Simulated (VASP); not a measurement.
Runs of VASP 6.6.1 on Sn2Te3Se. The structure is that of space group P6/mmm (No. 191), or close to it. The cells are those of the table. The cell was generated, and may not be a known phase.

```csv
task,cell,k mesh,cutoff (eV),gap on the mesh (eV),pressure (GPa)
single point,"a = 5.622, b = 5.622, c = 6.498 Å, angles 90.0, 90.0, 120.0°, 6 atoms",6 × 6 × 2,520,none,(a)
relaxation of cell and atoms,"relaxed from a = 5.622, b = 5.622, c = 6.498 Å, angles 90.0, 90.0, 120.0°, 6 atoms",6 × 6 × 4,600,none,0.2
single point,"a = 5.812, b = 5.812, c = 6.025 Å, angles 90.0, 90.0, 120.0°, 6 atoms",6 × 6 × 4,520,none,-0.1
single point,"a = 5.669, b = 5.669, c = 6.316 Å, angles 90.0, 90.0, 120.0°, 6 atoms",6 × 6 × 6,520,none,-0.1
single point,"a = 5.188, b = 5.188, c = 8.128 Å, angles 90.0, 90.0, 120.0°, 6 atoms",6 × 6 × 2,520,none,5.4
```

Alike in all rows: level PBE; potentials or basis VASP PAW PBE potentials, release 64 (Sn_d, Te, Se); no spin polarisation; smearing gaussian 0.1 eV.

Q: Estimate the missing entries.

A: (a) -0.2.

Caveats: some runs use coarse meshes; spin-orbit coupling is left out, which moves the levels of the heavy elements.

A k mesh can miss the band edges, and the runs leave out spin-orbit coupling on Se, Sn, Te.

A gap of «none» marks levels without a gap at the run's occupations.
